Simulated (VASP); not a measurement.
**Zr: single point with r2SCAN**

Zr:

```
CELL_PARAMETERS angstrom
4.93304 0.00000 0.00000
-2.46652 4.27214 0.00000
0.00000 0.00000 3.09747
ATOMIC_POSITIONS crystal
Zr 0.66667 0.33333 0.50000
Zr 0.33333 0.66667 0.50000
Zr 0.00000 0.00000 0.00000
```

This cell differs from its parent crystal: volume scaled by 0.94, then relaxed in part.

```yaml
Program: VASP 6.6.1
Task: single point
Functional: r2SCAN
Potentials_or_basis: VASP PAW PBE potentials, release 64 (Zr_sv)
Cutoff: 520 eV
k_mesh: 12 × 12 × 14
Occupations: gaussian, width 0.1 eV
Spin: no spin polarisation
Dipole_correction: no
Further_INCAR_settings: ALGO = Normal; EDIFF = 1e-06; NBANDS = 25
```

The pressure is 6.7 GPa and the band gap on the k mesh is zero (band 18 reaches 10.15 eV, above the bottom of band 19 at 9.44 eV).

Levels at points of the mesh, in eV from the Fermi level:
| k point | band 16 | band 17 | band 18 | band 19 | band 20 | band 21 |
| --- | --- | --- | --- | --- | --- | --- |
| (0.00, 0.00, 0.00) | -0.61 | -0.54 | -0.54 | -0.09 | 1.07 | 1.88 |
| (0.50, 0.00, 0.00) | -0.74 | -0.62 | -0.53 | -0.01 | 0.86 | 1.20 |
| (0.00, 0.00, 0.50) | -2.21 | -2.21 | -1.53 | 1.32 | 1.32 | 1.95 |
| (0.50, 0.00, 0.50) | -1.75 | -0.97 | -0.62 | 0.35 | 1.04 | 1.39 |

Run time: 21 min on 1 thread of Oxide Virtual Turin-like Processor (shared host), peak memory 0.29 GiB.

Caveat: the PAW data sets were made with another functional, which shifts forces and pressure a little.
